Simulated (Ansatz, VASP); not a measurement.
Two plane-wave programs on SiC

```
C Si
1.0
     0.00000    1.87248    1.87248
     1.87248    0.00000    1.87248
     1.87248    1.87248    0.00000
C Si
1 1
Direct
  0.00000 0.00000 0.00000
  0.50000 0.50000 0.50000
```

Alike in both runs: task single point; functional PBEsol; k mesh 20 × 20 × 20; occupations gaussian, width 0.05 eV; no spin polarisation.

|  | VASP | Ansatz |
| --- | --- | --- |
| version | VASP 6.6.1 | Ansatz 0.2.0 |
| potentials or method | VASP PAW PBE potentials, release 64 (C, Si), cutoff 520 eV | scalar-relativistic, plane waves, PAW |
| valence electrons in the cell | 8 | 8 |

```tsv
	VASP	Ansatz	Ansatz less VASP
gap on the k mesh at the Fermi level (eV)	0.80	0.80	+0.002
least direct gap on the mesh (eV)	6.13	6.12	-0.006
```

VASP's potentials were made for PBE, not for PBEsol.
